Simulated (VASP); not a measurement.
# Al in VASP: further runs

Runs on Al. Level: PBEsol+D3(BJ). Tasks: relaxation of cell and atoms, single point.

All numbers are computed with VASP 6.6.1; they aren't measurements. Logs are shortened: lines on timing, memory, paths and dates and some standing lists are left out, and cuts for length are marked.

**1. The cell of the first run**

It takes space group P6_3/mmc (No. 194, hexagonal). Conventional cell: a = 2.688 Å, b = 2.688 Å, c = 4.476 Å, α = 90.00°, β = 90.00°, γ = 120.00°. Within 3.5 Å of Al (site symmetry -6m2) lie 12 Al at 2.69 to 2.72 Å.

**2. Relaxation of cell and atoms, PBEsol+D3(BJ), target pressure 12 GPa, at which the enthalpy is minimised**

INCAR

```
PREC = Accurate ; ENCUT = 600
EDIFF = 1E-6 ; ISMEAR = 0
SIGMA = 0.1 ; LREAL = F
LASPH = T ; NELM = 60
ALGO = Normal ; ISIF = 3
LWAVE = F ; LCHARG = F
GGA = PS ; IVDW = 12
IBRION = 2 ; NSW = 70
EDIFFG = -0.008 ; PSTRESS = 120.0
```

KPOINTS

```
Automatic mesh
0
Gamma
  18 18 10
```

POSCAR

```
Al
1.0
    2.6878940124      0.0000000000      0.0000000000
   -1.3439470062      2.3277844974      0.0000000000
    0.0000000000      0.0000000000      4.4756203810
Al
2
Direct
    0.6666666667      0.3333333333      0.7500000000
    0.3333333333      0.6666666667      0.2500000000
```

Potentials or basis: VASP PAW PBE potentials, release 64 (Al).

Run with:

```console
$ cat potpaw_PBE.64/Al/POTCAR > POTCAR
$ mpirun -np 1 vasp_std > vasp.out
```

OUTCAR:

```text
PREC = Accurate
   ENCUT = 600
   EDIFF = 1E-6
   ISMEAR = 0
   LREAL = F
   LASPH = T
   NELM = 60
   ISIF = 3
   GGA = PS
   IVDW = 12
   IBRION = 2
   NSW = 70
   EDIFFG = -0.008
   PSTRESS = 120.0
 IVDW          = 12

 ion  position               nearest neighbor table
   1  0.667  0.333  0.750-   2 2.72   2 2.72   2 2.72   2 2.72   2 2.72   2 2.72
   2  0.333  0.667  0.250-   1 2.72   1 2.72   1 2.72   1 2.72   1 2.72   1 2.72

  LATTYP: Found a hexagonal cell.
 ALAT       =     2.6878940124
 C/A-ratio  =     1.6651029990

  Lattice vectors:

 A1 = (   2.6878940124,   0.0000000000,   0.0000000000)
 A2 = (  -1.3439470062,   2.3277844974,   0.0000000000)
 A3 = (   0.0000000000,   0.0000000000,   4.4756203810)

Analysis of symmetry for initial positions (statically):
=====================================================================
 Subroutine PRICEL returns:
 Original cell was already a primitive cell.

 Routine SETGRP: Setting up the symmetry group for a
 hexagonal supercell.

 Subroutine GETGRP returns: Found 24 space group operations
 (whereof 12 operations were pure point group operations)
 out of a pool of 24 trial point group operations.

The static configuration has the point symmetry D_3d.
 The point group associated with its full space group is D_6h.

Analysis of symmetry for dynamics (positions and initial velocities):
=====================================================================
 Subroutine PRICEL returns:
 Original cell was already a primitive cell.

 Routine SETGRP: Setting up the symmetry group for a
 hexagonal supercell.

 Subroutine GETGRP returns: Found 24 space group operations
 (whereof 12 operations were pure point group operations)
 out of a pool of 24 trial point group operations.

The dynamic configuration has the point symmetry D_3d.
 The point group associated with its full space group is D_6h.

 Subroutine INISYM returns: Found 24 space group operations
 (whereof 12 operations are pure point group operations),
 and found     1 'primitive' translations

----------------------------------------------------------------------------------------

                                     Primitive cell

  volume of cell :      28.0032

  direct lattice vectors                    reciprocal lattice vectors
     2.687894012  0.000000000  0.000000000     0.372038479  0.214796516  0.000000000
    -1.343947006  2.327784497  0.000000000     0.000000000  0.429593032  0.000000000
     0.000000000  0.000000000  4.475620381     0.000000000  0.000000000  0.223432712

  length of vectors
     2.687894012  2.687894012  4.475620381     0.429593032  0.429593032  0.223432712

  position of ions in fractional coordinates (direct lattice)
     0.666666667  0.333333333  0.750000000
     0.333333333  0.666666667  0.250000000

  ion indices of the primitive-cell ions
   primitive index   ion index
                 1           1
                 2           2

----------------------------------------------------------------------------------------

 KPOINTS: Automatic mesh

Automatic generation of k-mesh.
 Grid dimensions read from file:
 generate k-points for:   18   18   10

 Generating k-lattice:

  Cartesian coordinates                     Fractional coordinates (reciprocal lattice)
     0.020668804  0.011933140  0.000000000     0.055555556  0.000000000  0.000000000
     0.000000000  0.023866280  0.000000000     0.000000000  0.055555556  0.000000000
     0.000000000  0.000000000  0.022343271     0.000000000  0.000000000  0.100000000

  Length of vectors
     0.023866280  0.023866280  0.022343271

  Shift w.r.t. Gamma in fractional coordinates (k-lattice)
     0.000000000  0.000000000  0.000000000

 Subroutine IBZKPT returns following result:
 ===========================================

 Found    222 irreducible k-points:

 Following reciprocal coordinates:
            Coordinates               Weight
  0.000000  0.000000  0.000000      1.000000
  0.055556  0.000000  0.000000      6.000000
  0.111111  0.000000  0.000000      6.000000
  0.166667  0.000000  0.000000      6.000000
  0.222222  0.000000  0.000000      6.000000
  0.277778  0.000000  0.000000      6.000000
[... 16 lines left out ...]
  0.333333  0.111111  0.000000     12.000000
  0.388889  0.111111  0.000000     12.000000
 [... further k-points ...]
   k-points           NKPTS =    222   k-points in BZ     NKDIM =    222   number of bands    NBANDS=      7
   number of dos      NEDOS =    301   number of ions     NIONS =      2
   total plane-waves  NPLWV =  20736
   dimension x,y,z NGX =    24 NGY =   24 NGZ =   36
   dimension x,y,z NGXF=    48 NGYF=   48 NGZF=   72
   ions per type =               2
   NGX,Y,Z   is equivalent  to a cutoff of  14.84, 14.84, 13.37 a.u.
   NGXF,Y,Z  is equivalent  to a cutoff of  29.69, 29.69, 26.74 a.u.
 SYSTEM =  unknown system
   PREC   = accura    normal or accurate (medium, high low for compatibility)
   ISTART =      0    job   : 0-new  1-cont  2-samecut
   ICHARG =      2    charge: 1-file 2-atom 10-const
   ISPIN  =      1    spin polarized calculation?
   LNONCOLLINEAR =      F non collinear calculations
   LSORBIT =      F    spin-orbit coupling
   LASPH  =      T    aspherical Exc in radial PAW
   ENCUT  =  600.0 eV  44.10 Ry    6.64 a.u.   5.37  5.37  8.94*2*pi/ulx,y,z
   NELM   =     60;   NELMIN=  2; NELMDL= -5     # of ELM steps
   EDIFF  = 0.1E-05   stopping-criterion for ELM
   LREAL  =      F    real-space projection
   EDIFFG = -.8E-02   stopping-criterion for IOM
   NSW    =     70    number of steps for IOM
   IBRION =      2    ionic relax: 0-MD 1-quasi-New 2-CG
   NFREE  =      1    steps in history (QN), initial steepest desc. (CG)
   ISIF   =      3    stress and relaxation
   ISYM   =      2    0-nonsym 1-usesym 2-fastsym
   POTIM  = 0.5000    time-step for ionic-motion
   TEBEG  =    0.0;   TEEND  =   0.0 temperature during run
   PSTRESS=  120.0 pullay stress
   NELECT =       6.0000    total number of electrons
   NUPDOWN=      -1.0000    fix difference up-down
   EMIN   =  10.00;   EMAX   =-10.00  energy-range for DOS
   EFERMI =   0.00;   METHOD = LEGACY
   ISMEAR =     0;   SIGMA  =   0.10  broadening in eV -4-tet -1-fermi 0-gaus
   EFERMI_NEDOS =   21; number of points for ismear=-14 and -15
   IALGO  =     38    algorithm
   IMIX   =      4    mixing-type and parameters
     AMIX     =   0.40;   BMIX     =  1.00
     AMIX_MAG =   1.60;   BMIX_MAG =  1.00
  volume/ion in A,a.u.               =      14.00        94.49
  Fermi-wavevector in a.u.,A,eV,Ry     =   0.979616  1.851206 13.056797  0.959647
  Thomas-Fermi vector in A             =   2.110483
   LORBIT       =      0    0 simple, 1 ext, 2 COOP (PROOUT), +10 PAW based schemes
   GGA     = PS    functional components
   LHFCALC =     F    Hartree Fock is set to
   AEXX    =    0.0000 exact exchange contribution
   IVDW    =    12    specifies the selected vdW correction
   LEPSILON=     F    determine dielectric tensor
   LRPA    =     F    only Hartree local field effects (RPA)
 conjugate gradient relaxation of ions
 non-spin polarized calculation
 Gauss-broadening in eV      SIGMA  =   0.10
  energy-cutoff  :      600.00
  volume of cell :       28.00
 maximum number of plane-waves:       966
 NGX is ok and might be reduce to    24
   NGX = 11   NGY = 11   NGZ = 17

--------------------------------------- Ionic step        1  -------------------------------------------

 number of electron       6.0000000 magnetization

 Free energy of the ion-electron system (eV)
  ---------------------------------------------------
  ext. energy  EPLUGINS =         0.00000000
  ---------------------------------------------------
  free energy    TOTEN  =        -7.90144939 eV

  energy without entropy =       -7.89724573  energy(sigma->0) =       -7.89934756

------------------------ aborting loop because EDIFF is reached ----------------------------------------

 Edisp (eV)   -0.75003

 E8    (eV) :    -0.5051

  FORCE on cell =-STRESS in cart. coord.  units (eV):
  Direction    XX          YY          ZZ          XY          YZ          ZX
  --------------------------------------------------------------------------------------
  -------------------------------------------------------------------------------------
  Total       2.24857     2.24857     2.11509     0.00000     0.00000     0.00000
  in kB     128.64961   128.64961   121.01254     0.00000     0.00000     0.00000
  external pressure =        6.10 kB  Pullay stress =      120.00 kB
[... 101 lines left out ...]
  FREE ENERGIE OF THE ION-ELECTRON SYSTEM (eV)
  ---------------------------------------------------
  free  energy   TOTEN  =        -8.6628419928 eV

  energy  without entropy=       -8.6584110935  energy(sigma->0) =       -8.66062654

  enthalpy is  TOTEN    =        -6.5544666184 eV   P V=        2.1083753744

[... ionic steps 4 to 11 ...]

--------------------------------------- Ionic step       12  -------------------------------------------

 number of electron       6.0000000 magnetization

------------------------ aborting loop because EDIFF is reached ----------------------------------------

 Edisp (eV)   -0.74803

 E8    (eV) :    -0.5038
[... 73 lines left out ...]
  enthalpy is  TOTEN    =        -6.5554443653 eV   P V=        2.1094509253

--------------------------------------- Ionic step       14  -------------------------------------------

 number of electron       6.0000000 magnetization

 Free energy of the ion-electron system (eV)
  ---------------------------------------------------
  ext. energy  EPLUGINS =         0.00000000
  ---------------------------------------------------
  free energy    TOTEN  =        -7.91392746 eV

  energy without entropy =       -7.90963327  energy(sigma->0) =       -7.91178037

 E-fermi :   9.7335     XC(G=0): -10.8578

 val. band max:        9.7322760303   @ k =   0.3333   0.2222   0.1000
 cond. band min:       9.7353931728   @ k =   0.0000   0.0000   0.3000
 fundamental gap:      0.0031171425
 Fermi energy:         9.7335469367

 k-point     1 :       0.0000    0.0000    0.0000
  band No.  band energies     occupation
      1      -2.5620      2.00000
      2       4.5052      2.00000
      3       5.1648      2.00000
      4      21.5336      0.00000
      5      21.5336      0.00000
      6      21.5846      0.00000
      7      21.5846      0.00000
[... 221 lines left out ...]
 k-point    24 :       0.3889    0.1111    0.0000
  band No.  band energies     occupation
      1       2.8449      2.00000
      2       5.6099      2.00000
      3       9.5561      1.98792
      4      10.3872      0.00000
      5      12.1666      0.00000
      6      12.3798      0.00000
      7      14.5602      0.00000

 [... further k-points ...]

------------------------ aborting loop because EDIFF is reached ----------------------------------------

 Edisp (eV)   -0.74711

 E8    (eV) :    -0.5031

  FORCE on cell =-STRESS in cart. coord.  units (eV):
  Direction    XX          YY          ZZ          XY          YZ          ZX
  --------------------------------------------------------------------------------------
  -------------------------------------------------------------------------------------
  Total       2.11266     2.11266     2.09827     0.00000    -0.00000     0.00000
  in kB     120.40529   120.40529   119.58527     0.00000    -0.00000     0.00000
  external pressure =        0.13 kB  Pullay stress =      120.00 kB
[... 17 lines left out ...]
  FREE ENERGIE OF THE ION-ELECTRON SYSTEM (eV)
  ---------------------------------------------------
  free  energy   TOTEN  =        -8.6610360928 eV

  energy  without entropy=       -8.6567418972  energy(sigma->0) =       -8.65888900

  enthalpy is  TOTEN    =        -6.5554909981 eV   P V=        2.1055450947

 reached required accuracy - stopping structural energy minimisation
```

Run time: 71 s. Hardware: 1 thread of Intel Xeon 6975P-C (Granite Rapids), shared host; peak memory 0.19 GiB.

What came out:

* Free energy: -8.6610 eV
* Relaxed volume: 14.06 Å³/atom
* Relaxed cell: a = 2.713 Å, b = 2.713 Å, c = 4.411 Å, α = 90.00°, β = 90.00°, γ = 120.00°
* Space group after relaxing (to 0.05 Å): P6_3/mmc (No. 194)
* Energy change on relaxing (the enthalpy is what falls): -4.8 meV/atom
* Ionic steps: 14
* Pressure after relaxing: 12.0 GPa
* Band gap on the k mesh: zero (band 3 reaches 14.24 eV, above the bottom of band 4 at 6.30 eV)
* Dispersion energy per atom: -0.374 eV

The path:
```
step  energy change (eV)  largest force (eV/Å)  pressure (GPa)  volume (Å³)
   1              0.0000                0.0000           12.61        28.00
   2             -0.0165                0.0000           11.54        28.22
   3             -0.0114                0.0000           11.88        28.15
   4             -0.0102                0.0000           11.95        28.13
   5             -0.0072                0.0000           12.12        28.09
   6             -0.0012                0.0000           12.53        28.00
   7              0.0177                0.0000           13.56        27.83
   8             -0.0008                0.0000           12.56        28.00
   9             -0.0013                0.0000           12.54        28.00
  10             -0.0025                0.0000           12.47        28.02
  11             -0.0036                0.0000           12.40        28.03
  12             -0.0070                0.0000           12.19        28.08
  13             -0.0134                0.0000           11.76        28.16
  14             -0.0096                0.0000           12.01        28.11
```

Final structure:
```cif
data_structure
_symmetry_space_group_name_H-M 'P 1'
_symmetry_Int_Tables_number 1
_cell_length_a 2.7127
_cell_length_b 2.7127
_cell_length_c 4.4112
_cell_angle_alpha 90.000
_cell_angle_beta 90.000
_cell_angle_gamma 120.000
_cell_volume 28.11
loop_
_atom_site_label
_atom_site_type_symbol
_atom_site_fract_x
_atom_site_fract_y
_atom_site_fract_z
_atom_site_occupancy
Al1 Al 0.66667 0.33333 0.75000 1
Al2 Al 0.33333 0.66667 0.25000 1
```

Caveat: the cell is relaxed towards a set pressure, so the enthalpy falls and the energy may rise; the PAW data sets were made with another functional, which shifts forces and pressure a little; pairwise dispersion overbinds metals, which lowers pressure and volume.

(Continued in part 2 of 3.)
